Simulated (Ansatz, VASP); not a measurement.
# C in VASP and in Ansatz

```
C
1.0
     3.57155    0.00000   -3.57155
     0.00000    3.57155   -3.57155
     3.57155    3.57155    0.00000
C
15
Direct
  0.25000 0.25000 0.25000
  0.25000 0.75000 0.75000
  0.25000 0.75000 0.25000
  0.75000 0.25000 0.75000
  0.75000 0.25000 0.25000
  0.75000 0.75000 0.75000
  0.75000 0.75000 0.25000
  0.12500 0.12500 0.12500
  0.12500 0.12500 0.62500
  0.12500 0.62500 0.12500
  0.22064 0.57812 0.60062
  0.62500 0.12500 0.12500
  0.62500 0.12500 0.62500
  0.62500 0.62500 0.12500
  0.62500 0.62500 0.62500
```

Change from the starting cell: C vacancy; atom 11 moved 0.125 of the way to it and -0.350 Å across, host rigid.

Alike in both runs: task single point; functional PBE; k mesh 6 × 6 × 6; occupations gaussian, width 0.05 eV; no spin polarisation.

|  | VASP | Ansatz |
| --- | --- | --- |
| version | VASP 6.6.1 | Ansatz 0.2.0 |
| potentials or method | VASP PAW PBE potentials, release 64 (C), cutoff 520 eV | scalar-relativistic, plane waves, PAW |
| valence electrons in the cell | 60 | 60 |

```csv
,VASP,Ansatz,Ansatz less VASP
gap on the k mesh at the Fermi level (eV),none,none,-
pressure (GPa),-4.1,-5.0,-0.91
"traceless stress, the component that is largest in VASP (GPa)",11.94,11.95,+0.014
rms of the force components (eV/Å),1.534,1.539,+0.0051
```

Atom by atom the forces differ by 0.011 eV/Å (rms over components). A gap of «none» marks a metal or a gap that the smearing closes.
